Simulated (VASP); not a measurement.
# LiTi12 (a cell with a defect) in VASP: single point with LDA

Aim: the single point of LiTi12 (a cell with a defect) with LDA.

All numbers are computed with VASP 6.6.1; they aren't measurements. Logs are shortened: lines on timing, memory, paths and dates and some standing lists are left out, and cuts for length are marked.

### 1 The cell of the first run

The cell holds a defect, 13 atoms: a = 5.900 Å, b = 8.850 Å, c = 4.685 Å, α = 90.00°, β = 90.00°, γ = 120.00°.

### 2 Single point, LDA

INCAR

```
SYSTEM = LiTi12
PREC     = Accurate       ! precision mode
ENCUT    = 520            ! plane-wave cutoff, eV
EDIFF    = 1E-6           ! SCF threshold, eV
ISMEAR   = -1             ! smearing method
SIGMA    = 0.15           ! smearing width, eV
LREAL    = .False.        ! projectors in reciprocal space
LASPH    = .True.         ! aspherical terms in the spheres
NELM     = 100            ! most SCF steps
ALGO     = Normal         ! electronic algorithm
ISIF     = 2              ! what is computed and relaxed
LWAVE    = .False.        ! write WAVECAR
LCHARG   = .False.        ! write CHGCAR
GGA      = CA             ! functional
NBANDS   = 86             ! bands
```

KPOINTS

```
regular mesh
0
Gamma
  3 2 4
  0 0 0
```

POSCAR

```
LiTi12
1.0
    5.9000000000      0.0000000000      0.0000000000
   -4.4250000000      7.6643250000      0.0000000000
    0.0000000000      0.0000000000      4.6846000000
Ti Li
12 1
Direct
    0.0286955563      0.0178013067     -0.0195527900
    0.1941126678      0.2236738395      0.4437642488
   -0.0554044315      0.2777116054     -0.1682107330
    0.2322160216      0.6281198931      0.6478388763
   -0.0148369305      0.6813023978      0.0381624899
    0.1483083215      0.8883936942      0.4992690945
    0.4751927966     -0.0184435029     -0.0314180506
    0.6254646146      0.2111821980      0.4228708961
    0.5030876732      0.3482181405     -0.0445293088
    0.6755382883      0.5582194127      0.5232694360
    0.5546179506      0.6957959116      0.0545058276
    0.7017290979      0.9249881757      0.5104696239
    0.0916319125      0.4527856008      1.2397145968
```

Potentials or basis: VASP PAW LDA potentials, release 64 (Ti_sv, Li_sv).

On the command line:

```
> cat potpaw_LDA.64/Ti_sv/POTCAR potpaw_LDA.64/Li_sv/POTCAR > POTCAR
> mpirun -np 1 vasp_std > vasp.out
```

OUTCAR:

```text
SYSTEM = LiTi12
   PREC = Accurate
   ENCUT = 520
   EDIFF = 1E-6
   ISMEAR = -1
   LREAL = .False.
   LASPH = .True.
   NELM = 100
   ISIF = 2
   GGA = CA

 ion  position               nearest neighbor table
   1  0.029  0.018  0.980-   3 2.68   2 2.68  12 2.77   6 2.77   7 2.81  11 2.85   9 2.87   5 2.87
                             6 2.92
   2  0.194  0.224  0.444-   3 2.53  13 2.57   8 2.60   1 2.68   9 2.79  12 2.80   6 2.85   9 2.88

   3  0.945  0.278  0.832-  13 2.34   2 2.53   8 2.54   1 2.68   7 2.77   4 2.82
   4  0.232  0.628  0.648-  13 2.34   5 2.53  11 2.54   6 2.68  12 2.78   3 2.82
   5  0.985  0.681  0.038-   4 2.53  13 2.58  11 2.61   6 2.68  10 2.77   7 2.80   1 2.87  10 2.89

   6  0.148  0.888  0.499-   4 2.68   5 2.68   7 2.76   1 2.77  12 2.81   2 2.85   8 2.86  10 2.86
                             1 2.92
   7  0.475  0.982  0.969-  12 2.70   6 2.76   8 2.76   3 2.77   5 2.80   1 2.81  11 2.82
   8  0.625  0.211  0.423-   3 2.54   2 2.60  13 2.64   7 2.76   9 2.77  12 2.82   6 2.86
   9  0.503  0.348  0.955-  10 2.59   8 2.77   2 2.79   1 2.87   2 2.88
  10  0.676  0.558  0.523-   9 2.59  11 2.77   5 2.77   6 2.86   5 2.89
  11  0.555  0.696  0.055-   4 2.54   5 2.61  13 2.64  12 2.77  10 2.77   7 2.82   1 2.85
  12  0.702  0.925  0.510-   7 2.70   1 2.77  11 2.77   4 2.78   2 2.80   6 2.81   8 2.82
  13  0.092  0.453  0.240-   3 2.34   4 2.34   2 2.57   5 2.58  11 2.64   8 2.64

  LATTYP: Found a simple monoclinic cell.
 ALAT       =     5.9000000000
 B/A-ratio  =     0.7940000000
 C/A-ratio  =     1.3228756849
 COS(beta)  =    -0.1889822323

  Lattice vectors:

 A1 = (   5.9000000000,   0.0000000000,   0.0000000000)
 A2 = (   0.0000000000,   0.0000000000,   4.6846000000)
 A3 = (  -1.4750000000,  -7.6643250000,   0.0000000000)

Analysis of symmetry for initial positions (statically):
=====================================================================
 Subroutine PRICEL returns:
 Original cell was already a primitive cell.

 Routine SETGRP: Setting up the symmetry group for a
 simple monoclinic supercell.

 Subroutine GETGRP returns: Found  1 space group operations
 (whereof  1 operations were pure point group operations)
 out of a pool of  4 trial point group operations.

The static configuration has the point symmetry C_1 .

Analysis of symmetry for dynamics (positions and initial velocities):
=====================================================================
 Subroutine PRICEL returns:
 Original cell was already a primitive cell.

 Routine SETGRP: Setting up the symmetry group for a
 simple monoclinic supercell.

 Subroutine GETGRP returns: Found  1 space group operations
 (whereof  1 operations were pure point group operations)
 out of a pool of  4 trial point group operations.

The dynamic configuration has the point symmetry C_1 .

 Subroutine INISYM returns: Found  1 space group operations
 (whereof  1 operations are pure point group operations),
 and found     1 'primitive' translations

----------------------------------------------------------------------------------------

                                     Primitive cell

  volume of cell :     211.8354

  direct lattice vectors                    reciprocal lattice vectors
     5.900000000  0.000000000  0.000000000     0.169491525  0.097855976  0.000000000
    -4.425000000  7.664325000  0.000000000     0.000000000  0.130474634  0.000000000
     0.000000000  0.000000000  4.684600000     0.000000000  0.000000000  0.213465397

  length of vectors
     5.900000000  8.850000153  4.684600000     0.195711955  0.130474634  0.213465397

  position of ions in fractional coordinates (direct lattice)
     0.028695556  0.017801307  0.980447210
     0.194112668  0.223673840  0.443764249
     0.944595568  0.277711605  0.831789267
     0.232216022  0.628119893  0.647838876
     0.985163069  0.681302398  0.038162490
     0.148308321  0.888393694  0.499269095
     0.475192797  0.981556497  0.968581949
     0.625464615  0.211182198  0.422870896
     0.503087673  0.348218141  0.955470691
     0.675538288  0.558219413  0.523269436
     0.554617951  0.695795912  0.054505828
     0.701729098  0.924988176  0.510469624
     0.091631912  0.452785601  0.239714597

  ion indices of the primitive-cell ions
   primitive index   ion index
                 1           1
                 2           2
                 3           3
                 4           4
                 5           5
                 6           6
                 7           7
[... 29 lines left out ...]
|                                                                             |
|           W    W    AA    RRRRR   N    N  II  N    N   GGGG   !!!           |
|           W    W   A  A   R    R  NN   N  II  NN   N  G    G  !!!           |
|           W    W  A    A  R    R  N N  N  II  N N  N  G       !!!           |
|           W WW W  AAAAAA  RRRRR   N  N N  II  N  N N  G  GGG   !            |
|           WW  WW  A    A  R   R   N   NN  II  N   NN  G    G                |
|           W    W  A    A  R    R  N    N  II  N    N   GGGG   !!!           |
|                                                                             |
|     Your reciprocal lattice and k-lattice belong to different lattice       |
|     classes:                                                                |
|                                                                             |
|        The reciprocal lattice is simple monoclinic,                         |
|        whereas your k-lattice is hexagonal.                                 |
|                                                                             |
|     Results are often still useful ...                                      |
|                                                                             |
 -----------------------------------------------------------------------------

 Subroutine IBZKPT returns following result:
 ===========================================

 Found     14 irreducible k-points:

 Following reciprocal coordinates:
            Coordinates               Weight
  0.000000  0.000000  0.000000      1.000000
  0.333333 -0.000000  0.000000      2.000000
  0.000000  0.500000  0.000000      1.000000
  0.333333  0.500000  0.000000      2.000000
  0.000000  0.000000  0.250000      2.000000
  0.333333 -0.000000  0.250000      2.000000
 -0.333333  0.000000  0.250000      2.000000
  0.000000  0.500000  0.250000      2.000000
  0.333333  0.500000  0.250000      2.000000
 -0.333333  0.500000  0.250000      2.000000
  0.000000  0.000000  0.500000      1.000000
  0.333333 -0.000000  0.500000      2.000000
  0.000000  0.500000  0.500000      1.000000
  0.333333  0.500000  0.500000      2.000000
   k-points           NKPTS =     14   k-points in BZ     NKDIM =     14   number of bands    NBANDS=     86
   number of dos      NEDOS =    301   number of ions     NIONS =     13
   total plane-waves  NPLWV = 120960
   dimension x,y,z NGX =    48 NGY =   70 NGZ =   36
   dimension x,y,z NGXF=    96 NGYF=  140 NGZF=   72
   ions per type =              12   1
   NGX,Y,Z   is equivalent  to a cutoff of  13.53, 13.15, 12.78 a.u.
   NGXF,Y,Z  is equivalent  to a cutoff of  27.05, 26.30, 25.55 a.u.
 SYSTEM =  LiTi12
   PREC   = accura    normal or accurate (medium, high low for compatibility)
   ISTART =      0    job   : 0-new  1-cont  2-samecut
   ICHARG =      2    charge: 1-file 2-atom 10-const
   ISPIN  =      1    spin polarized calculation?
   LNONCOLLINEAR =      F non collinear calculations
   LSORBIT =      F    spin-orbit coupling
   LASPH  =      T    aspherical Exc in radial PAW
   ENCUT  =  520.0 eV  38.22 Ry    6.18 a.u.  10.97 16.46  8.71*2*pi/ulx,y,z
   NELM   =    100;   NELMIN=  2; NELMDL= -5     # of ELM steps
   EDIFF  = 0.1E-05   stopping-criterion for ELM
   LREAL  =      F    real-space projection
   EDIFFG = 0.1E-04   stopping-criterion for IOM
   NSW    =      0    number of steps for IOM
   IBRION =     -1    ionic relax: 0-MD 1-quasi-New 2-CG
   NFREE  =      0    steps in history (QN), initial steepest desc. (CG)
   ISIF   =      2    stress and relaxation
   ISYM   =      2    0-nonsym 1-usesym 2-fastsym
   POTIM  = 0.5000    time-step for ionic-motion
   TEBEG  =    0.0;   TEEND  =   0.0 temperature during run
   PSTRESS=    0.0 pullay stress
   NELECT =     147.0000    total number of electrons
   NUPDOWN=      -1.0000    fix difference up-down
   EMIN   =  10.00;   EMAX   =-10.00  energy-range for DOS
   EFERMI =   0.00;   METHOD = LEGACY
   ISMEAR =    -1;   SIGMA  =   0.15  broadening in eV -4-tet -1-fermi 0-gaus
   EFERMI_NEDOS =   21; number of points for ismear=-14 and -15
   IALGO  =     38    algorithm
   IMIX   =      4    mixing-type and parameters
     AMIX     =   0.40;   BMIX     =  1.00
     AMIX_MAG =   1.60;   BMIX_MAG =  1.00
  volume/ion in A,a.u.               =      16.30       109.96
  Fermi-wavevector in a.u.,A,eV,Ry     =   1.449376  2.738924 28.581642  2.100691
  Thomas-Fermi vector in A             =   2.567110
   LORBIT       =      0    0 simple, 1 ext, 2 COOP (PROOUT), +10 PAW based schemes
   GGA     = CA    functional components
   LHFCALC =     F    Hartree Fock is set to
   AEXX    =    0.0000 exact exchange contribution
   IVDW    =     0    specifies the selected vdW correction
   LEPSILON=     F    determine dielectric tensor
   LRPA    =     F    only Hartree local field effects (RPA)
 non-spin polarized calculation
  energy-cutoff  :      520.00
  volume of cell :      211.84
 maximum number of plane-waves:      5706
 NGX is ok and might be reduce to    48
   NGX = 21   NGY = 33   NGZ = 17

 number of electron     147.0000002 magnetization

 Free energy of the ion-electron system (eV)
  ---------------------------------------------------
  ext. energy  EPLUGINS =         0.00000000
  ---------------------------------------------------
  free energy    TOTEN  =      -102.95982425 eV

  energy without entropy =     -101.64382406  energy(sigma->0) =     -102.30182415

 E-fermi :   7.9818     XC(G=0): -11.7817

 val. band max:        7.9777852085   @ k =   0.3333  -0.0000   0.0000
 cond. band min:       7.9831507993   @ k =  -0.3333   0.5000   0.2500
 fundamental gap:      0.0053655908
 Fermi energy:         7.9817696977

 k-point     1 :       0.0000    0.0000    0.0000
  band No.  band energies     occupation
      1     -47.9766      2.00000
      2     -47.8788      2.00000
      3     -47.8742      2.00000
      4     -47.7810      2.00000
      5     -47.7613      2.00000
      6     -47.7583      2.00000
[... 1221 lines left out ...]
     84       8.9976      0.00229
     85       9.0981      0.00117
 [bands above 85 left out]

------------------------ aborting loop because EDIFF is reached ----------------------------------------

  FORCE on cell =-STRESS in cart. coord.  units (eV):
  Direction    XX          YY          ZZ          XY          YZ          ZX
  --------------------------------------------------------------------------------------
  -------------------------------------------------------------------------------------
  Total       -6.7502452     -4.6638883      0.7044590      0.7988649      1.9328124      0.6236301
  in kB      -51.0542254    -35.2744526      5.3280449      6.0420662     14.6184674      4.7167103
  external PRESSURE =     -27.0002110 kB  Pullay stress =       0.0000000 kB

 VOLUME and BASIS-vectors are now :
 -----------------------------------------------------------------------------
  energy-cutoff  :      520.00
  volume of cell :      211.84
      direct lattice vectors                 reciprocal lattice vectors
     5.900000000  0.000000000  0.000000000     0.169491525  0.097855976  0.000000000
    -4.425000000  7.664325000  0.000000000     0.000000000  0.130474634  0.000000000
     0.000000000  0.000000000  4.684600000     0.000000000  0.000000000  0.213465397

 POSITION                                       TOTAL-FORCE (eV/Angst)
 -----------------------------------------------------------------------------------
      0.09053      0.13643      4.59300        -0.001078     -0.011347      0.001083
      0.15551      1.71431      2.07886        -0.006592     -0.001797     -0.015816
      4.34424      2.12847      3.89660        -0.000167     -0.001611     -0.004372
     -1.40936      4.81411      3.03487         0.016107      0.005877      0.004742
      2.79770      5.22172      0.17878        -0.022890      0.018786     -0.016106
     -3.05612      6.80894      2.33888         0.002650      0.004141      0.012429
     -1.53975      7.52297      4.53742         0.009236     -0.002189     -0.005968
      2.75576      1.61857      1.98098        -0.007279     -0.003875      0.000976
      1.42735      2.66886      4.47600         0.001859     -0.006470      0.012370
      1.51555      4.27838      2.45131        -0.000373     -0.001268      0.012890
      0.19335      5.33281      0.25534         0.002800     -0.001556      0.003963
      0.04713      7.08941      2.39135        -0.002600      0.001718     -0.005397
     -1.46295      3.47030      1.12297         0.008328     -0.000409     -0.000794
 -----------------------------------------------------------------------------------
    total drift:                                0.000302      0.000174     -0.000817

  FREE ENERGIE OF THE ION-ELECTRON SYSTEM (eV)
  ---------------------------------------------------
  free  energy   TOTEN  =      -102.9598242480 eV

  energy  without entropy=     -101.6438240561  energy(sigma->0) =     -102.30182415
```

It took 5.5 min on 1 thread of Intel Xeon Platinum 8488C (Sapphire Rapids), shared host; peak memory 0.36 GiB.

What came out:

```
Free energy   : -102.9598 eV
Largest force : 0.034 eV/Å
```

Forces on the atoms (eV/Å):
```
Ti  -0.001 -0.011  0.001
Ti  -0.007 -0.002 -0.016
Ti   0.000 -0.002 -0.004
Ti   0.016  0.006  0.005
Ti  -0.023  0.019 -0.016
Ti   0.003  0.004  0.012
Ti   0.009 -0.002 -0.006
Ti  -0.007 -0.004  0.001
Ti   0.002 -0.006  0.012
Ti   0.000 -0.001  0.013
Ti   0.003 -0.002  0.004
Ti  -0.003  0.002 -0.005
Li   0.008  0.000 -0.001
```

Levels at points of the mesh, in eV from the Fermi level:
```csv
k point,band 70,band 71,band 72,band 73,band 74,band 75,band 76,band 77
"(0.00, 0.00, 0.00)",-0.49,-0.24,-0.15,0.07,0.13,0.18,0.28,0.35
"(0.00, 0.50, 0.00)",-0.44,-0.17,-0.09,-0.03,0.10,0.14,0.34,0.61
"(0.00, 0.00, 0.50)",-0.37,-0.25,-0.08,-0.07,0.11,0.17,0.27,0.41
"(0.00, 0.50, 0.50)",-0.38,-0.32,-0.23,-0.07,0.14,0.20,0.24,0.38
```

Caveat: the k points lie up to 0.41 Å⁻¹ apart; the cutoff is under 1.25 times the usual one of these potentials, so pressure, stress and relaxed cells hold a basis-set (Pulay) error.
